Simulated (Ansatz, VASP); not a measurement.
**Two plane-wave programs on KTaO3**

Contents of INCAR:

```
SYSTEM = KTaO3
PREC     = Accurate       ! precision mode
ENCUT    = 520            ! plane-wave cutoff, eV
EDIFF    = 1E-6           ! SCF threshold, eV
ISMEAR   = 0              ! smearing method
SIGMA    = 0.1            ! smearing width, eV
LREAL    = .False.        ! projectors in reciprocal space
LASPH    = .True.         ! aspherical terms in the spheres
NELM     = 80             ! most SCF steps
ALGO     = Normal         ! electronic algorithm
ISIF     = 2              ! what is computed and relaxed
LWAVE    = .False.        ! write WAVECAR
LCHARG   = .False.        ! write CHGCAR
GGA      = PE             ! functional
NBANDS   = 27             ! bands
```

KPOINTS

```
Automatic mesh
0
Gamma
  6 6 6
  0 0 0
```

The input POSCAR:

```
KTaO3
1.0
    2.6995569200      1.5585899200      3.1083295700
   -2.6995569200      1.5585899200      3.1083295700
    0.0000000000     -3.1171798300      3.1083295700
K Ta O
1 1 3
Direct
    0.0000000000      0.0000000000      0.0000000000
    0.5000000000      0.5000000000      0.5000000000
    0.5000000000      0.5000000000      0.0000000000
    0.0000000000      0.5000000000      0.5000000000
    0.5000000000      0.0000000000      0.5000000000
```

Input for Ansatz:

```yaml
crystal:
  lattice:
    - [2.69955692, 1.55858992, 3.10832957]
    - [-2.69955692, 1.55858992, 3.10832957]
    - [0.0, -3.11717983, 3.10832957]
  atoms:
    - { symbol: K, position: [0.0, 0.0, 0.0] }
    - { symbol: Ta, position: [0.5, 0.5, 0.5] }
    - { symbol: O, position: [0.5, 0.5, 0.0] }
    - { symbol: O, position: [0.0, 0.5, 0.5] }
    - { symbol: O, position: [0.5, 0.0, 0.5] }
basis:
  ecutwfc: 420
kpoints:
  mp_grid: { grid: [6, 6, 6] }
hamiltonian:
  xc: pbe
scf:
  occupations: { method: gaussian, width: 0.1 }
  lower_state_search: "off"
output:
  forces: true
  stress: true
  eigenvalues: true
```

Alike in both runs: task single point; functional PBE; k mesh 6 × 6 × 6; occupations gaussian, width 0.1 eV; no spin polarisation.

|  | VASP | Ansatz |
| --- | --- | --- |
| version | VASP 6.6.1 | Ansatz 0.2.0 |
| potentials or method | VASP PAW PBE potentials, release 64 (K_sv, Ta_pv, O), cutoff 520 eV | scalar-relativistic, plane waves, PAW |
| valence electrons in the cell | 38 | 40 |

```tsv
	VASP	Ansatz	Ansatz less VASP
gap on the k mesh at the Fermi level (eV)	0.35	0.38	+0.027
least direct gap on the mesh (eV)	0.46	0.48	+0.028
pressure (GPa)	-21.1	-21.4	-0.26
traceless stress, the component that is largest in VASP (GPa)	-39.22	-39.25	-0.026
```

With one functional, cell and mesh, what is left measures potentials, basis and numerics. VASP's potentials hold 38 valence electrons a cell and Ansatz's 40, so a difference there can come from the potentials and not from the codes.

Neither program's run includes spin-orbit coupling.
